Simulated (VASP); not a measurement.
# Ru (P6_3/mmc) in VASP: a series of runs

The runs below take Ru through single point, with PBEsol.

Everything below comes from runs of VASP 6.6.1. Logs are shortened: lines on timing, memory, paths and dates and some standing lists are left out, and cuts for length are marked.

### 1 The cell of the first run

The structure is hexagonal, space group P6_3/mmc (No. 194). The conventional cell has a = 2.539 Å, b = 2.539 Å, c = 4.559 Å, α = 90.00°, β = 90.00°, γ = 120.00°. Within 3.4 Å of Ru (site symmetry -6m2) lie 12 Ru at 2.54 to 2.71 Å.

### 2 Single point, PBEsol

Contents of INCAR:

```
PREC     = Accurate       # precision mode
ENCUT    = 520            # plane-wave cutoff, eV
EDIFF    = 1E-7           # SCF threshold, eV
ISMEAR   = 0              # smearing method
SIGMA    = 0.15           # smearing width, eV
LREAL    = F              # projectors in reciprocal space
LASPH    = T              # aspherical terms in the spheres
NELM     = 60             # most SCF steps
ALGO     = Normal         # electronic algorithm
ISIF     = 2              # what is computed and relaxed
LWAVE    = F              # write WAVECAR
LCHARG   = F              # write CHGCAR
GGA      = PS             # functional
NBANDS   = 21             # bands
```

Contents of KPOINTS:

```
Automatic mesh
0
Gamma
  18 18 10
```

Contents of POSCAR:

```
Ru
1.0
    2.5391000000      0.0000000000      0.0000000000
   -1.2695500000      2.1989251028      0.0000000000
    0.0000000000      0.0000000000      4.5586000000
Ru
2
Direct
    0.3333333333      0.6666666667      0.2500000000
    0.6666666667      0.3333333333      0.7500000000
```

Potentials or basis: VASP PAW PBE potentials, release 64 (Ru_pv).

Command:

```
$ cat potpaw_PBE.64/Ru_pv/POTCAR > POTCAR
$ mpirun -np 1 vasp_std > vasp.out
```

OUTCAR:

```text
PREC = Accurate
   ENCUT = 520
   EDIFF = 1E-7
   ISMEAR = 0
   LREAL = F
   LASPH = T
   NELM = 60
   ISIF = 2
   GGA = PS

 ion  position               nearest neighbor table
   1  0.333  0.667  0.250-   2 2.71   2 2.71   2 2.71   2 2.71   2 2.71   2 2.71
   2  0.667  0.333  0.750-   1 2.71   1 2.71   1 2.71   1 2.71   1 2.71   1 2.71

  LATTYP: Found a hexagonal cell.
 ALAT       =     2.5391000000
 C/A-ratio  =     1.7953605608

  Lattice vectors:

 A1 = (   2.5391000000,   0.0000000000,   0.0000000000)
 A2 = (  -1.2695500000,   2.1989251028,   0.0000000000)
 A3 = (   0.0000000000,   0.0000000000,   4.5586000000)

Analysis of symmetry for initial positions (statically):
=====================================================================
 Subroutine PRICEL returns:
 Original cell was already a primitive cell.

 Routine SETGRP: Setting up the symmetry group for a
 hexagonal supercell.

 Subroutine GETGRP returns: Found 24 space group operations
 (whereof 12 operations were pure point group operations)
 out of a pool of 24 trial point group operations.

The static configuration has the point symmetry D_3d.
 The point group associated with its full space group is D_6h.

Analysis of symmetry for dynamics (positions and initial velocities):
=====================================================================
 Subroutine PRICEL returns:
 Original cell was already a primitive cell.

 Routine SETGRP: Setting up the symmetry group for a
 hexagonal supercell.

 Subroutine GETGRP returns: Found 24 space group operations
 (whereof 12 operations were pure point group operations)
 out of a pool of 24 trial point group operations.

The dynamic configuration has the point symmetry D_3d.
 The point group associated with its full space group is D_6h.

 Subroutine INISYM returns: Found 24 space group operations
 (whereof 12 operations are pure point group operations),
 and found     1 'primitive' translations

----------------------------------------------------------------------------------------

                                     Primitive cell

  volume of cell :      25.4520

  direct lattice vectors                    reciprocal lattice vectors
     2.539100000  0.000000000  0.000000000     0.393840337  0.227383825  0.000000000
    -1.269550000  2.198925103  0.000000000     0.000000000  0.454767649  0.000000000
     0.000000000  0.000000000  4.558600000     0.000000000  0.000000000  0.219365595

  length of vectors
     2.539100000  2.539100000  4.558600000     0.454767649  0.454767649  0.219365595

  position of ions in fractional coordinates (direct lattice)
     0.333333333  0.666666667  0.250000000
     0.666666667  0.333333333  0.750000000

  ion indices of the primitive-cell ions
   primitive index   ion index
                 1           1
                 2           2

----------------------------------------------------------------------------------------

 KPOINTS: Automatic mesh

Automatic generation of k-mesh.
 Grid dimensions read from file:
 generate k-points for:   18   18   10

 Generating k-lattice:

  Cartesian coordinates                     Fractional coordinates (reciprocal lattice)
     0.021880019  0.012632435  0.000000000     0.055555556  0.000000000  0.000000000
     0.000000000  0.025264869  0.000000000     0.000000000  0.055555556  0.000000000
     0.000000000  0.000000000  0.021936559     0.000000000  0.000000000  0.100000000

  Length of vectors
     0.025264869  0.025264869  0.021936559

  Shift w.r.t. Gamma in fractional coordinates (k-lattice)
     0.000000000  0.000000000  0.000000000

 Subroutine IBZKPT returns following result:
 ===========================================

 Found    222 irreducible k-points:

 Following reciprocal coordinates:
            Coordinates               Weight
  0.000000  0.000000  0.000000      1.000000
  0.055556  0.000000  0.000000      6.000000
  0.111111  0.000000  0.000000      6.000000
  0.166667 -0.000000  0.000000      6.000000
  0.222222 -0.000000  0.000000      6.000000
  0.277778 -0.000000  0.000000      6.000000
[... 16 lines left out ...]
  0.333333  0.111111  0.000000     12.000000
  0.388889  0.111111  0.000000     12.000000
 [... further k-points ...]
   k-points           NKPTS =    222   k-points in BZ     NKDIM =    222   number of bands    NBANDS=     21
   number of dos      NEDOS =    301   number of ions     NIONS =      2
   total plane-waves  NPLWV =  14400
   dimension x,y,z NGX =    20 NGY =   20 NGZ =   36
   dimension x,y,z NGXF=    40 NGYF=   40 NGZF=   72
   ions per type =               2
   NGX,Y,Z   is equivalent  to a cutoff of  13.09, 13.09, 13.13 a.u.
   NGXF,Y,Z  is equivalent  to a cutoff of  26.19, 26.19, 26.26 a.u.
 SYSTEM =  unknown system
   PREC   = accura    normal or accurate (medium, high low for compatibility)
   ISTART =      0    job   : 0-new  1-cont  2-samecut
   ICHARG =      2    charge: 1-file 2-atom 10-const
   ISPIN  =      1    spin polarized calculation?
   LNONCOLLINEAR =      F non collinear calculations
   LSORBIT =      F    spin-orbit coupling
   LASPH  =      T    aspherical Exc in radial PAW
   ENCUT  =  520.0 eV  38.22 Ry    6.18 a.u.   4.72  4.72  8.48*2*pi/ulx,y,z
   NELM   =     60;   NELMIN=  2; NELMDL= -5     # of ELM steps
   EDIFF  = 0.1E-06   stopping-criterion for ELM
   LREAL  =      F    real-space projection
   EDIFFG = 0.1E-05   stopping-criterion for IOM
   NSW    =      0    number of steps for IOM
   IBRION =     -1    ionic relax: 0-MD 1-quasi-New 2-CG
   NFREE  =      0    steps in history (QN), initial steepest desc. (CG)
   ISIF   =      2    stress and relaxation
   ISYM   =      2    0-nonsym 1-usesym 2-fastsym
   POTIM  = 0.5000    time-step for ionic-motion
   TEBEG  =    0.0;   TEEND  =   0.0 temperature during run
   PSTRESS=    0.0 pullay stress
   NELECT =      28.0000    total number of electrons
   NUPDOWN=      -1.0000    fix difference up-down
   EMIN   =  10.00;   EMAX   =-10.00  energy-range for DOS
   EFERMI =   0.00;   METHOD = LEGACY
   ISMEAR =     0;   SIGMA  =   0.15  broadening in eV -4-tet -1-fermi 0-gaus
   EFERMI_NEDOS =   21; number of points for ismear=-14 and -15
   IALGO  =     38    algorithm
   IMIX   =      4    mixing-type and parameters
     AMIX     =   0.40;   BMIX     =  1.00
     AMIX_MAG =   1.60;   BMIX_MAG =  1.00
  volume/ion in A,a.u.               =      12.73        85.88
  Fermi-wavevector in a.u.,A,eV,Ry     =   1.690001  3.193639 38.859640  2.856103
  Thomas-Fermi vector in A             =   2.772026
   LORBIT       =      0    0 simple, 1 ext, 2 COOP (PROOUT), +10 PAW based schemes
   GGA     = PS    functional components
   LHFCALC =     F    Hartree Fock is set to
   AEXX    =    0.0000 exact exchange contribution
   IVDW    =     0    specifies the selected vdW correction
   LEPSILON=     F    determine dielectric tensor
   LRPA    =     F    only Hartree local field effects (RPA)
 non-spin polarized calculation
 Gauss-broadening in eV      SIGMA  =   0.15
  energy-cutoff  :      520.00
  volume of cell :       25.45
 maximum number of plane-waves:       704
 NGX is ok and might be reduce to    20
   NGX =  9   NGY =  9   NGZ = 17

 number of electron      28.0000002 magnetization

 Free energy of the ion-electron system (eV)
  ---------------------------------------------------
  ext. energy  EPLUGINS =         0.00000000
  ---------------------------------------------------
  free energy    TOTEN  =       -19.79329151 eV

  energy without entropy =      -19.77783901  energy(sigma->0) =      -19.78556526

 E-fermi :  13.9564     XC(G=0): -14.6736

 val. band max:       13.9446794828   @ k =   0.0556   0.0000   0.3000
 cond. band min:      13.9566879276   @ k =   0.3333   0.2222   0.2000
 fundamental gap:      0.0120084448
 Fermi energy:        13.9563931724

 k-point     1 :       0.0000    0.0000    0.0000
  band No.  band energies     occupation
      1     -29.7282      2.00000
      2     -28.6817      2.00000
      3     -28.5534      2.00000
      4     -28.5534      2.00000
      5     -28.4516      2.00000
      6     -28.4516      2.00000
[... 13 lines left out ...]
     20      24.1993      0.00000
     21      24.2087      0.00000

 k-point     2 :       0.0556    0.0000    0.0000
  band No.  band energies     occupation
      1     -29.7151      2.00000
      2     -28.6827      2.00000
      3     -28.5962      2.00000
      4     -28.5650      2.00000
      5     -28.4950      2.00000
      6     -28.4595      2.00000
[... 13 lines left out ...]
     20      24.1993      0.00000
     21      24.2084      0.00000

 k-point     3 :       0.1111    0.0000    0.0000
  band No.  band energies     occupation
      1     -29.6770      2.00000
      2     -28.7191      2.00000
      3     -28.6864      2.00000
      4     -28.6188      2.00000
      5     -28.5980      2.00000
      6     -28.4826      2.00000
[... 13 lines left out ...]
     20      24.1992      0.00000
     21      24.2077      0.00000

 k-point     4 :       0.1667   -0.0000    0.0000
  band No.  band energies     occupation
      1     -29.6165      2.00000
      2     -28.9058      2.00000
      3     -28.8044      2.00000
      4     -28.6938      2.00000
      5     -28.6474      2.00000
      6     -28.5186      2.00000
[... 13 lines left out ...]
     20      24.1992      0.00000
     21      24.2068      0.00000

 k-point     5 :       0.2222   -0.0000    0.0000
  band No.  band energies     occupation
      1     -29.5382      2.00000
      2     -29.1324      2.00000
      3     -29.0262      2.00000
      4     -28.7068      2.00000
      5     -28.7067      2.00000
      6     -28.5633      2.00000
[... 13 lines left out ...]
     20      24.1991      0.00000
     21      24.2057      0.00000
[... 382 lines left out ...]
     20      24.1987      0.00000
     21      24.2048      0.00000

 k-point    22 :       0.2778    0.1111    0.0000
  band No.  band energies     occupation
      1     -29.5747      2.00000
      2     -29.4744      2.00000
      3     -29.3275      2.00000
      4     -28.8961      2.00000
      5     -28.7636      2.00000
      6     -28.7461      2.00000
[... 13 lines left out ...]
     20      24.1981      0.00000
     21      24.2029      0.00000

 k-point    23 :       0.3333    0.1111    0.0000
  band No.  band energies     occupation
      1     -29.7338      2.00000
      2     -29.6117      2.00000
      3     -29.2406      2.00000
      4     -28.9583      2.00000
      5     -28.7995      2.00000
      6     -28.7926      2.00000
[... 13 lines left out ...]
     20      24.1987      0.00000
     21      24.5763      0.00000

 k-point    24 :       0.3889    0.1111    0.0000
  band No.  band energies     occupation
      1     -29.8366      2.00000
      2     -29.7006      2.00000
      3     -29.1721      2.00000
      4     -28.9984      2.00000
      5     -28.8347      2.00000
      6     -28.8229      2.00000
[... 13 lines left out ...]
     20      24.1975      0.00000
     21      25.4401      0.00000

 [... further k-points ...]
[... 5 lines left out ...]
  --------------------------------------------------------------------------------------
  -------------------------------------------------------------------------------------
  Total        7.6324255      7.6324255     -4.0809862      0.0000000     -0.0000000      0.0000000
  in kB      480.4535742    480.4535742   -256.8940088      0.0000000     -0.0000000      0.0000000
  external PRESSURE =     234.6710465 kB  Pullay stress =       0.0000000 kB

 VOLUME and BASIS-vectors are now :
 -----------------------------------------------------------------------------
  energy-cutoff  :      520.00
  volume of cell :       25.45
      direct lattice vectors                 reciprocal lattice vectors
     2.539100000  0.000000000  0.000000000     0.393840337  0.227383825  0.000000000
    -1.269550000  2.198925103  0.000000000     0.000000000  0.454767649  0.000000000
     0.000000000  0.000000000  4.558600000     0.000000000  0.000000000  0.219365595

 POSITION                                       TOTAL-FORCE (eV/Angst)
 -----------------------------------------------------------------------------------
     -0.00000      1.46595      1.13965        -0.000000     -0.000000      0.000000
      1.26955      0.73298      3.41895         0.000000      0.000000      0.000000
 -----------------------------------------------------------------------------------
    total drift:                                0.000000     -0.000000      0.000000

  FREE ENERGIE OF THE ION-ELECTRON SYSTEM (eV)
  ---------------------------------------------------
  free  energy   TOTEN  =       -19.7932915091 eV

  energy  without entropy=      -19.7778390130  energy(sigma->0) =      -19.78556526
```

Wall time 82 s (1 thread of Intel Xeon Platinum 8259CL at 2.50GHz (Skylake/Cascade Lake), shared host); peak memory 0.21 GiB.

Results:

```yaml
Free_energy: -19.7933 eV
Pressure: 23.5 GPa
Band_gap_on_the_k_mesh: zero (band 14 reaches 15.55 eV, above the bottom of band 15 at 12.58 eV)
```

Stress tensor (GPa, compression positive):
```
 48.05   0.00   0.00
  0.00  48.05   0.00
  0.00   0.00 -25.69
```

Levels at points of the mesh, in eV from the Fermi level:
```
           k point  band 12  band 13  band 14  band 15  band 16  band 17
(0.00, 0.00, 0.00)    -2.35    -2.35    -0.50    -0.50    -0.11     1.38
(0.50, 0.00, 0.00)    -2.24    -1.48     1.58     2.46     2.69     4.65
(0.00, 0.00, 0.50)    -2.77    -2.77    -2.77     0.70     0.70     0.70
(0.50, 0.00, 0.50)    -0.70     0.46     0.46     2.59     2.59     3.68
```

Caveat: the PAW data sets were made with another functional, which shifts forces and pressure a little.

(Continued in part 2 of 2.)
